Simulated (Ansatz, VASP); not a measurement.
## One calculation of Cs3Pt, two programs

Contents of INCAR:

```
SYSTEM = Cs3Pt
PREC = Accurate ; ENCUT = 500
EDIFF = 1E-6 ; ISMEAR = -1
SIGMA = 0.2 ; LREAL = .FALSE.
LASPH = .TRUE. ; NELM = 120
ALGO = Normal ; ISIF = 2
LWAVE = .FALSE. ; LCHARG = .FALSE.
GGA = CA ; NBANDS = 26
GGA_COMPAT = .FALSE.
```

Contents of KPOINTS:

```
Automatic mesh
0
G
  4 4 4
  0 0 0
```

The input POSCAR:

```
Cs3Pt
1.0
    5.7776530000      0.0000000000      0.0000000000
    0.0000000000      5.7776530000      0.0000000000
    0.0000000000      0.0000000000      5.7776530000
Cs Pt
3 1
Direct
    0.0000000000      0.0000000000      0.5000000000
    0.0000000000      0.5000000000      0.0000000000
    0.5000000000      0.0000000000      0.0000000000
    0.5000000000      0.5000000000      0.5000000000
```

Input for Ansatz:

```yaml
crystal:
  lattice:
    bravais: cubic
    a: 5.777653
  space_group: 221
  atoms:
    - { symbol: Cs, position: [0.0, 0.0, 0.5] }
    - { symbol: Pt, position: [0.5, 0.5, 0.5] }
basis:
  ecutwfc: 450.0
kpoints:
  mp_grid:
    grid: [4, 4, 4]
hamiltonian:
  xc: lda
scf:
  convergence:
    dr2_threshold: 1.0e-08
  occupations:
    method: fermi_dirac
    width: 0.2
output:
  stress: true
```

Alike in both runs: task single point; functional LDA; k mesh 4 × 4 × 4; occupations fermi-dirac, width 0.2 eV; no spin polarisation.

|  | VASP | Ansatz |
| --- | --- | --- |
| version | VASP 6.6.1 | Ansatz 0.2.0 |
| potentials or method | VASP PAW LDA potentials, release 64 (Cs_sv, Pt), cutoff 500 eV | plane waves, PAW |
| valence electrons in the cell | 37 | 45 |

```csv
,VASP,Ansatz,Ansatz less VASP
pressure (GPa),-2.2,-2.3,-0.04
```

LDA's correlation is that of Perdew and Zunger in VASP and of Perdew and Wang (1992) in Ansatz. VASP's potentials hold 37 valence electrons a cell and Ansatz's 45, so a difference there can come from the potentials and not from the codes. Ansatz's warnings: stress scf threshold loose.

Spin-orbit coupling is off throughout.
